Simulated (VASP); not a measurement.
# Cs (Fm-3m) in VASP: single point with PBE

Aim: the single point of Cs with PBE.

All numbers are computed with VASP 6.6.1; they aren't measurements. Logs are shortened: lines on timing, memory, paths and dates and some standing lists are left out, and cuts for length are marked.

### 1 The cell of the first run

It takes space group Fm-3m (No. 225, cubic). The conventional cell has a = 7.772 Å, b = 7.772 Å, c = 7.772 Å, α = 90.00°, β = 90.00°, γ = 90.00°.

### 2 Single point, PBE

Contents of INCAR:

```
SYSTEM = Cs
PREC = Accurate
ENCUT = 520
EDIFF = 1E-7
ISMEAR = 0
SIGMA = 0.1
LREAL = .FALSE.
LASPH = .TRUE.
NELM = 100
ALGO = Normal
ISIF = 2
LWAVE = .FALSE.
LCHARG = .FALSE.
GGA = PE
NBANDS = 10
```

Contents of KPOINTS:

```
regular mesh
0
G
  10 10 10
  0 0 0
```

Contents of POSCAR:

```
Cs
1.0
    0.0000000000      3.8858294374      3.8858294374
    3.8858294374      0.0000000000      3.8858294374
    3.8858294374      3.8858294374      0.0000000000
Cs
1
Direct
    0.0000000000      0.0000000000      0.0000000000
```

Potentials or basis: VASP PAW PBE potentials, release 64 (Cs_sv).

Started as:

```
> cat potpaw_PBE.64/Cs_sv/POTCAR > POTCAR
> mpirun -np 1 vasp_std > vasp.out
```

OUTCAR:

```text
SYSTEM = Cs
   PREC = Accurate
   ENCUT = 520
   EDIFF = 1E-7
   ISMEAR = 0
   LREAL = .FALSE.
   LASPH = .TRUE.
   NELM = 100
   ISIF = 2
   GGA = PE

 ion  position               nearest neighbor table
   1  0.000  0.000  0.000-

  LATTYP: Found a face centered cubic cell.
 ALAT       =     7.7716588748

  Lattice vectors:

 A1 = (   0.0000000000,   3.8858294374,   3.8858294374)
 A2 = (   3.8858294374,   0.0000000000,   3.8858294374)
 A3 = (   3.8858294374,   3.8858294374,   0.0000000000)

Analysis of symmetry for initial positions (statically):
=====================================================================
 Subroutine PRICEL returns:
 Original cell was already a primitive cell.

 Routine SETGRP: Setting up the symmetry group for a
 face centered cubic supercell.

 Subroutine GETGRP returns: Found 48 space group operations
 (whereof 48 operations were pure point group operations)
 out of a pool of 48 trial point group operations.

The static configuration has the point symmetry O_h .

Analysis of symmetry for dynamics (positions and initial velocities):
=====================================================================
 Subroutine PRICEL returns:
 Original cell was already a primitive cell.

 Routine SETGRP: Setting up the symmetry group for a
 face centered cubic supercell.

 Subroutine GETGRP returns: Found 48 space group operations
 (whereof 48 operations were pure point group operations)
 out of a pool of 48 trial point group operations.

The dynamic configuration has the point symmetry O_h .

 Subroutine INISYM returns: Found 48 space group operations
 (whereof 48 operations are pure point group operations),
 and found     1 'primitive' translations

----------------------------------------------------------------------------------------

                                     Primitive cell

  volume of cell :     117.3495

  direct lattice vectors                    reciprocal lattice vectors
     0.000000000  3.885829437  3.885829437    -0.128672657  0.128672657  0.128672657
     3.885829437  0.000000000  3.885829437     0.128672657 -0.128672657  0.128672657
     3.885829437  3.885829437  0.000000000     0.128672657  0.128672657 -0.128672657

  length of vectors
     5.495392691  5.495392691  5.495392691     0.222867580  0.222867580  0.222867580

  position of ions in fractional coordinates (direct lattice)
     0.000000000  0.000000000  0.000000000

  ion indices of the primitive-cell ions
   primitive index   ion index
                 1           1
[... 72 lines left out ...]
   EDIFF  = 0.1E-06   stopping-criterion for ELM
   LREAL  =      F    real-space projection
   EDIFFG = 0.1E-05   stopping-criterion for IOM
   NSW    =      0    number of steps for IOM
   IBRION =     -1    ionic relax: 0-MD 1-quasi-New 2-CG
   NFREE  =      0    steps in history (QN), initial steepest desc. (CG)
   ISIF   =      2    stress and relaxation
   ISYM   =      2    0-nonsym 1-usesym 2-fastsym
   POTIM  = 0.5000    time-step for ionic-motion
   TEBEG  =    0.0;   TEEND  =   0.0 temperature during run
   PSTRESS=    0.0 pullay stress
   NELECT =       9.0000    total number of electrons
   NUPDOWN=      -1.0000    fix difference up-down
   EMIN   =  10.00;   EMAX   =-10.00  energy-range for DOS
   EFERMI =   0.00;   METHOD = LEGACY
   ISMEAR =     0;   SIGMA  =   0.10  broadening in eV -4-tet -1-fermi 0-gaus
   EFERMI_NEDOS =   21; number of points for ismear=-14 and -15
   IALGO  =     38    algorithm
   IMIX   =      4    mixing-type and parameters
     AMIX     =   0.40;   BMIX     =  1.00
     AMIX_MAG =   1.60;   BMIX_MAG =  1.00
  volume/ion in A,a.u.               =     117.35       791.91
  Fermi-wavevector in a.u.,A,eV,Ry     =   0.695550  1.314400  6.582367  0.483790
  Thomas-Fermi vector in A             =   1.778354
   LORBIT       =      0    0 simple, 1 ext, 2 COOP (PROOUT), +10 PAW based schemes
   GGA     = PE    functional components
   LHFCALC =     F    Hartree Fock is set to
   AEXX    =    0.0000 exact exchange contribution
   IVDW    =     0    specifies the selected vdW correction
   LEPSILON=     F    determine dielectric tensor
   LRPA    =     F    only Hartree local field effects (RPA)
 non-spin polarized calculation
 Gauss-broadening in eV      SIGMA  =   0.10
  energy-cutoff  :      520.00
  volume of cell :      117.35
 maximum number of plane-waves:      3183
 NGX is ok and might be reduce to    42
   NGX = 21   NGY = 21   NGZ = 21

 number of electron       8.9999998 magnetization

 Free energy of the ion-electron system (eV)
  ---------------------------------------------------
  ext. energy  EPLUGINS =         0.00000000
  ---------------------------------------------------
  free energy    TOTEN  =        -0.85346712 eV

  energy without entropy =       -0.84604797  energy(sigma->0) =       -0.84975755

 E-fermi :   0.3885     XC(G=0):  -5.3557

 val. band max:        0.3796847448   @ k =   0.5000   0.0000   0.0000
 cond. band min:       0.4087727128   @ k =   0.5000   0.3000   0.1000
 fundamental gap:      0.0290879680
 Fermi energy:         0.3885015735

 k-point     1 :       0.0000    0.0000    0.0000
  band No.  band energies     occupation
      1     -23.4599      2.00000
      2     -10.2075      2.00000
      3     -10.2075      2.00000
      4     -10.2075      2.00000
      5      -1.2545      2.00000
      6       2.8405      0.00000
      7       2.8405      0.00000
      8       2.8405      0.00000
      9       3.9063      0.00000
     10       3.9063      0.00000
[... 287 lines left out ...]
 k-point    24 :       0.4000    0.3000    0.0000
  band No.  band energies     occupation
      1     -23.4540      2.00000
      2     -10.3040      2.00000
      3     -10.2469      2.00000
      4     -10.2430      2.00000
      5       0.2024      1.99150
      6       1.6331      0.00000
      7       2.0286      0.00000
      8       3.5202      0.00000
      9       3.7064      0.00000
     10       4.6041      0.00000

 [... further k-points ...]
[... 5 lines left out ...]
  --------------------------------------------------------------------------------------
  -------------------------------------------------------------------------------------
  Total       -0.0008591     -0.0008591     -0.0008591     -0.0000000     -0.0000000     -0.0000000
  in kB       -0.0117295     -0.0117295     -0.0117295     -0.0000000     -0.0000000     -0.0000000
  external PRESSURE =      -0.0117295 kB  Pullay stress =       0.0000000 kB

 VOLUME and BASIS-vectors are now :
 -----------------------------------------------------------------------------
  energy-cutoff  :      520.00
  volume of cell :      117.35
      direct lattice vectors                 reciprocal lattice vectors
     0.000000000  3.885829437  3.885829437    -0.128672657  0.128672657  0.128672657
     3.885829437  0.000000000  3.885829437     0.128672657 -0.128672657  0.128672657
     3.885829437  3.885829437  0.000000000     0.128672657  0.128672657 -0.128672657

 POSITION                                       TOTAL-FORCE (eV/Angst)
 -----------------------------------------------------------------------------------
      0.00000      0.00000      0.00000         0.000000      0.000000     -0.000000
 -----------------------------------------------------------------------------------
    total drift:                                0.000000     -0.000000     -0.000000

  FREE ENERGIE OF THE ION-ELECTRON SYSTEM (eV)
  ---------------------------------------------------
  free  energy   TOTEN  =        -0.8534671178 eV

  energy  without entropy=       -0.8460479735  energy(sigma->0) =       -0.84975755
```

OSZICAR:

```text
N       E                     dE             d eps       ncg     rms          rms(c)
DAV:   1     0.526361841339E+02    0.52636E+02   -0.29384E+03   940   0.625E+02
DAV:   2     0.469753937059E+01   -0.47939E+02   -0.46638E+02  1206   0.107E+02
DAV:   3    -0.770894303696E+00   -0.54684E+01   -0.54639E+01  1106   0.418E+01
DAV:   4    -0.851625026861E+00   -0.80731E-01   -0.80710E-01  1194   0.602E+00
DAV:   5    -0.851979407973E+00   -0.35438E-03   -0.35437E-03  1296   0.369E-01    0.125E-01
DAV:   6    -0.852484025631E+00   -0.50462E-03   -0.12985E-03  1200   0.175E-01    0.865E-02
DAV:   7    -0.853379771578E+00   -0.89575E-03   -0.32427E-03  1030   0.285E-01    0.350E-02
DAV:   8    -0.853465864292E+00   -0.86093E-04   -0.11532E-04  1100   0.680E-02    0.435E-03
DAV:   9    -0.853467583016E+00   -0.17187E-05   -0.45801E-06  1454   0.108E-02    0.326E-03
DAV:  10    -0.853466771003E+00    0.81201E-06   -0.12138E-06  1072   0.493E-03    0.854E-04
DAV:  11    -0.853467010467E+00   -0.23946E-06   -0.62673E-08  1064   0.153E-03    0.319E-04
DAV:  12    -0.853467125525E+00   -0.11506E-06   -0.15131E-08   608   0.544E-04    0.702E-05
DAV:  13    -0.853467117822E+00    0.77023E-08   -0.90635E-10   604   0.183E-04
   1 F= -.85346712E+00 E0= -.84975755E+00  d E =-.741914E-02
```

stdout:

```text
POSCAR found type information on POSCAR Cs
 POSCAR found :  1 types and       1 ions
 scaLAPACK will be used
 LDA part: xc-table for (Slater+PW92), standard interpolation
 POSCAR, INCAR and KPOINTS ok, starting setup
 FFT: planning ... GRIDC
 FFT: planning ... GRID_SOFT
 FFT: planning ... GRID
 WAVECAR not read
 entering main loop
```

It took 22 s on 1 thread of Intel Xeon Platinum 8559C (Emerald Rapids), shared host; peak memory 0.27 GiB.

Results:

| Quantity | Value |
| --- | --- |
| Free energy | -0.8535 eV |
| Pressure | 0.0 GPa |

Levels at points of the mesh, in eV from the Fermi level:
| k point | band 3 | band 4 | band 5 | band 6 | band 7 | band 8 |
| --- | --- | --- | --- | --- | --- | --- |
| (0.00, 0.00, 0.00) | -10.60 | -10.60 | -1.64 | 2.45 | 2.45 | 2.45 |
| (0.50, 0.00, 0.00) | -10.61 | -10.61 | -0.01 | 0.76 | 2.31 | 2.31 |
| (0.50, 0.50, 0.00) | -10.64 | -10.64 | 0.30 | 1.07 | 1.42 | 3.97 |

Caveat: spin-orbit coupling is left out, which moves the levels of the heavy elements.
